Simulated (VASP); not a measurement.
# Si in VASP: further runs

Runs on Si. Level: LDA. Tasks: single point.

Everything below comes from runs of VASP 6.6.1. Logs are shortened: lines on timing, memory, paths and dates and some standing lists are left out, and cuts for length are marked.

## 1. The cell of the first run

The structure is tetragonal, space group I4/mmm (No. 139). The conventional cell has a = 6.602 Å, b = 6.602 Å, c = 3.817 Å, α = 90.00°, β = 90.00°, γ = 90.00°. Si (site symmetry m2m) has 4 Si at 2.33 to 2.36 Å within 3.1 Å.

## 2. Single point, LDA

INCAR reads:

```
PREC = Accurate ; ENCUT = 520
EDIFF = 1E-6 ; ISMEAR = 0
SIGMA = 0.03 ; LREAL = F
LASPH = T ; NELM = 60
ALGO = Normal ; ISIF = 2
LWAVE = F ; LCHARG = T
LELF = T ; LVHAR = T
NBANDS = 16
```

KPOINTS reads:

```
Automatic mesh
0
Gamma
  10 10 10
```

POSCAR reads:

```
Si
1.0
   -3.3010168807      3.3010168807      1.9082539665
    3.3010168807     -3.3010168807      1.9082539665
    3.3010168807      3.3010168807     -1.9082539665
Si
4
Direct
    0.1788454376      0.1788454376      0.3576908752
    0.8211545624      0.8211545624      0.6423091248
    0.1788454376      0.8211545624      0.0000000000
    0.8211545624      0.1788454376      0.0000000000
```

Potentials or basis: VASP PAW LDA potentials, release 64 (Si).

On the command line:

```
> cat potpaw_LDA.64/Si/POTCAR > POTCAR
> mpirun -np 1 vasp_std > vasp.out
```

OUTCAR:

```text
PREC = Accurate
   ENCUT = 520
   EDIFF = 1E-6
   ISMEAR = 0
   LREAL = F
   LASPH = T
   NELM = 60
   ISIF = 2

 ion  position               nearest neighbor table
   1  0.179  0.179  0.358-   2 2.33   2 2.33   3 2.36   4 2.36
   2  0.821  0.821  0.642-   1 2.33   1 2.33   4 2.36   3 2.36
   3  0.179  0.821  0.000-   4 2.33   4 2.33   2 2.36   1 2.36
   4  0.821  0.179  0.000-   3 2.33   3 2.33   2 2.36   1 2.36

  LATTYP: Found a body centered tetragonal cell.
 ALAT       =     6.6020337614
 C/A-ratio  =     0.5780806447

  Lattice vectors:

 A1 = (  -3.3010168807,   3.3010168807,   1.9082539665)
 A2 = (   3.3010168807,  -3.3010168807,   1.9082539665)
 A3 = (   3.3010168807,   3.3010168807,  -1.9082539665)

Analysis of symmetry for initial positions (statically):
=====================================================================
 Subroutine PRICEL returns:
 Original cell was already a primitive cell.

 Routine SETGRP: Setting up the symmetry group for a
 body centered tetragonal supercell.

 Subroutine GETGRP returns: Found 16 space group operations
 (whereof 16 operations were pure point group operations)
 out of a pool of 16 trial point group operations.

The static configuration has the point symmetry D_4h.

Analysis of symmetry for dynamics (positions and initial velocities):
=====================================================================
 Subroutine PRICEL returns:
 Original cell was already a primitive cell.

 Routine SETGRP: Setting up the symmetry group for a
 body centered tetragonal supercell.

 Subroutine GETGRP returns: Found 16 space group operations
 (whereof 16 operations were pure point group operations)
 out of a pool of 16 trial point group operations.

The dynamic configuration has the point symmetry D_4h.

 Subroutine INISYM returns: Found 16 space group operations
 (whereof 16 operations are pure point group operations),
 and found     1 'primitive' translations

----------------------------------------------------------------------------------------

                                     Primitive cell

  volume of cell :      83.1748

  direct lattice vectors                    reciprocal lattice vectors
    -3.301016881  3.301016881  1.908253967     0.000000000  0.151468477  0.262019631
     3.301016881 -3.301016881  1.908253967     0.151468477  0.000000000  0.262019631
     3.301016881  3.301016881 -1.908253967     0.151468477  0.151468477  0.000000000

  length of vectors
     5.043298335  5.043298335  5.043298335     0.302649941  0.302649941  0.214208775

  position of ions in fractional coordinates (direct lattice)
     0.178845438  0.178845438  0.357690875
     0.821154562  0.821154562  0.642309125
     0.178845438  0.821154562  0.000000000
     0.821154562  0.178845438  0.000000000

  ion indices of the primitive-cell ions
   primitive index   ion index
                 1           1
                 2           2
                 3           3
                 4           4

----------------------------------------------------------------------------------------

 KPOINTS: Automatic mesh

Automatic generation of k-mesh.
 Grid dimensions read from file:
 generate k-points for:   10   10   10

 Generating k-lattice:

  Cartesian coordinates                     Fractional coordinates (reciprocal lattice)
     0.000000000  0.015146848  0.026201963     0.100000000  0.000000000 -0.000000000
     0.015146848  0.000000000  0.026201963     0.000000000  0.100000000 -0.000000000
     0.015146848  0.015146848  0.000000000     0.000000000  0.000000000  0.100000000

  Length of vectors
     0.030264994  0.030264994  0.021420877

  Shift w.r.t. Gamma in fractional coordinates (k-lattice)
     0.000000000  0.000000000  0.000000000

 Subroutine IBZKPT returns following result:
 ===========================================

 Found    102 irreducible k-points:

 Following reciprocal coordinates:
            Coordinates               Weight
  0.000000  0.000000  0.000000      1.000000
  0.100000  0.000000 -0.000000      8.000000
  0.200000  0.000000 -0.000000      8.000000
  0.300000  0.000000 -0.000000      8.000000
  0.400000 -0.000000  0.000000      8.000000
  0.500000  0.000000  0.000000      4.000000
[... 16 lines left out ...]
  0.300000  0.300000  0.000000      8.000000
  0.400000  0.300000  0.000000     16.000000
 [... further k-points ...]
   k-points           NKPTS =    102   k-points in BZ     NKDIM =    102   number of bands    NBANDS=     16
   number of dos      NEDOS =    301   number of ions     NIONS =      4
   total plane-waves  NPLWV =  64000
   dimension x,y,z NGX =    40 NGY =   40 NGZ =   40
   dimension x,y,z NGXF=    80 NGYF=   80 NGZF=   80
   ions per type =               4
   NGX,Y,Z   is equivalent  to a cutoff of  13.19, 13.19, 13.19 a.u.
   NGXF,Y,Z  is equivalent  to a cutoff of  26.37, 26.37, 26.37 a.u.
 SYSTEM =  unknown system
   PREC   = accura    normal or accurate (medium, high low for compatibility)
   ISTART =      0    job   : 0-new  1-cont  2-samecut
   ICHARG =      2    charge: 1-file 2-atom 10-const
   ISPIN  =      1    spin polarized calculation?
   LNONCOLLINEAR =      F non collinear calculations
   LSORBIT =      F    spin-orbit coupling
   LASPH  =      T    aspherical Exc in radial PAW
   ENCUT  =  520.0 eV  38.22 Ry    6.18 a.u.   9.38  9.38  9.38*2*pi/ulx,y,z
   NELM   =     60;   NELMIN=  2; NELMDL= -5     # of ELM steps
   EDIFF  = 0.1E-05   stopping-criterion for ELM
   LREAL  =      F    real-space projection
   EDIFFG = 0.1E-04   stopping-criterion for IOM
   NSW    =      0    number of steps for IOM
   IBRION =     -1    ionic relax: 0-MD 1-quasi-New 2-CG
   NFREE  =      0    steps in history (QN), initial steepest desc. (CG)
   ISIF   =      2    stress and relaxation
   ISYM   =      2    0-nonsym 1-usesym 2-fastsym
   POTIM  = 0.5000    time-step for ionic-motion
   TEBEG  =    0.0;   TEEND  =   0.0 temperature during run
   PSTRESS=    0.0 pullay stress
   NELECT =      16.0000    total number of electrons
   NUPDOWN=      -1.0000    fix difference up-down
   EMIN   =  10.00;   EMAX   =-10.00  energy-range for DOS
   EFERMI =   0.00;   METHOD = LEGACY
   ISMEAR =     0;   SIGMA  =   0.03  broadening in eV -4-tet -1-fermi 0-gaus
   EFERMI_NEDOS =   21; number of points for ismear=-14 and -15
   IALGO  =     38    algorithm
   IMIX   =      4    mixing-type and parameters
     AMIX     =   0.40;   BMIX     =  1.00
     AMIX_MAG =   1.60;   BMIX_MAG =  1.00
  volume/ion in A,a.u.               =      20.79       140.32
  Fermi-wavevector in a.u.,A,eV,Ry     =   0.945042  1.785870 12.151413  0.893104
  Thomas-Fermi vector in A             =   2.072905
   LORBIT       =      0    0 simple, 1 ext, 2 COOP (PROOUT), +10 PAW based schemes
   GGA     = CA    functional components
   LHFCALC =     F    Hartree Fock is set to
   AEXX    =    0.0000 exact exchange contribution
   IVDW    =     0    specifies the selected vdW correction
   LEPSILON=     F    determine dielectric tensor
   LRPA    =     F    only Hartree local field effects (RPA)
 non-spin polarized calculation
 Gauss-broadening in eV      SIGMA  =   0.03
  energy-cutoff  :      520.00
  volume of cell :       83.17
 maximum number of plane-waves:      2260
 NGX is ok and might be reduce to    40
   NGX = 19   NGY = 19   NGZ = 19

 number of electron      16.0000000 magnetization

 Free energy of the ion-electron system (eV)
  ---------------------------------------------------
  ext. energy  EPLUGINS =         0.00000000
  ---------------------------------------------------
  free energy    TOTEN  =       -23.38200607 eV

  energy without entropy =      -23.38200606  energy(sigma->0) =      -23.38200606

 E-fermi :   5.7015     XC(G=0):  -9.3878

 val. band max:        5.6062781167   @ k =   0.5000   0.5000   0.5000
 cond. band min:       5.8028696704   @ k =  -0.1000  -0.2000   0.1000
 fundamental gap:      0.1965915537
 Fermi energy:         5.7015385048

 k-point     1 :       0.0000    0.0000    0.0000
  band No.  band energies     occupation
      1      -6.5917      2.00000
      2      -2.2721      2.00000
      3      -0.0289      2.00000
      4      -0.0289      2.00000
      5       1.7485      2.00000
      6       4.0893      2.00000
[... 8 lines left out ...]
     15      10.9995      0.00000
     16      12.3019      0.00000

 k-point     2 :       0.1000    0.0000   -0.0000
  band No.  band energies     occupation
      1      -6.4789      2.00000
      2      -2.2995      2.00000
      3      -0.1737      2.00000
      4       0.1402      2.00000
      5       1.8519      2.00000
      6       3.4509      2.00000
[... 8 lines left out ...]
     15      10.5065      0.00000
     16      12.8885      0.00000

 k-point     3 :       0.2000    0.0000   -0.0000
  band No.  band energies     occupation
      1      -6.1462      2.00000
      2      -2.3177      2.00000
      3      -0.5874      2.00000
      4       0.4221      2.00000
      5       2.0075      2.00000
      6       2.3687      2.00000
[... 8 lines left out ...]
     15      10.8146      0.00000
     16      12.5009      0.00000

 k-point     4 :       0.3000    0.0000   -0.0000
  band No.  band energies     occupation
      1      -5.6166      2.00000
      2      -2.2397      2.00000
      3      -1.3044      2.00000
      4       0.2314      2.00000
      5       1.5506      2.00000
      6       2.0976      2.00000
[... 8 lines left out ...]
     15      11.8665      0.00000
     16      12.2610      0.00000
[... 324 lines left out ...]
 k-point    22 :      -0.2000    0.2000    0.0000
  band No.  band energies     occupation
      1      -6.3695      2.00000
      2      -3.0759      2.00000
      3       0.0304      2.00000
      4       0.1440      2.00000
      5       2.7197      2.00000
      6       3.8684      2.00000
[... 8 lines left out ...]
     15      11.4565      0.00000
     16      13.1407      0.00000

 k-point    23 :       0.3000    0.3000    0.0000
  band No.  band energies     occupation
      1      -4.4769      2.00000
      2      -3.0911      2.00000
      3      -2.2649      2.00000
      4      -0.1384      2.00000
      5       1.0439      2.00000
      6       2.6835      2.00000
[... 8 lines left out ...]
     15      12.0277      0.00000
     16      13.4324      0.00000

 k-point    24 :       0.4000    0.3000    0.0000
  band No.  band energies     occupation
      1      -4.8761      2.00000
      2      -3.6796      2.00000
      3      -1.5743      2.00000
      4       0.5057      2.00000
      5       1.2943      2.00000
      6       2.5418      2.00000
[... 8 lines left out ...]
     15      11.7054      0.00000
     16      12.4380      0.00000

 [... further k-points ...]

------------------------ aborting loop because EDIFF is reached ----------------------------------------

  FORCE on cell =-STRESS in cart. coord.  units (eV):
  Direction    XX          YY          ZZ          XY          YZ          ZX
  --------------------------------------------------------------------------------------
  -------------------------------------------------------------------------------------
  Total        0.0529360      0.0529360      0.0032533      0.0000000      0.0000000      0.0000000
  in kB        1.0196953      1.0196953      0.0626681      0.0000000      0.0000000      0.0000000
  external PRESSURE =       0.7006863 kB  Pullay stress =       0.0000000 kB

 VOLUME and BASIS-vectors are now :
 -----------------------------------------------------------------------------
  energy-cutoff  :      520.00
  volume of cell :       83.17
      direct lattice vectors                 reciprocal lattice vectors
    -3.301016881  3.301016881  1.908253967     0.000000000  0.151468477  0.262019631
     3.301016881 -3.301016881  1.908253967     0.151468477  0.000000000  0.262019631
     3.301016881  3.301016881 -1.908253967     0.151468477  0.151468477  0.000000000

 POSITION                                       TOTAL-FORCE (eV/Angst)
 -----------------------------------------------------------------------------------
      1.18074      1.18074      0.00000        -0.001345     -0.001345      0.000000
      2.12027      2.12027      1.90825         0.001345      0.001345     -0.000000
      2.12027     -2.12027      1.90825         0.001345     -0.001345      0.000000
     -2.12027      2.12027      1.90825        -0.001345      0.001345      0.000000
 -----------------------------------------------------------------------------------
    total drift:                                0.000000      0.000000     -0.000000

  FREE ENERGIE OF THE ION-ELECTRON SYSTEM (eV)
  ---------------------------------------------------
  free  energy   TOTEN  =       -23.3820060653 eV

  energy  without entropy=      -23.3820060624  energy(sigma->0) =      -23.38200606
```

Run time: 96 s. Hardware: 1 thread of Intel Xeon 6975P-C (Granite Rapids), shared host; peak memory 0.24 GiB.

What came out:

```
Free energy            : -23.3820 eV
Pressure               : 0.1 GPa
Band gap on the k mesh : 0.20 eV (least direct gap 0.26 eV)
```

(Part 1 of 2 ends here.)
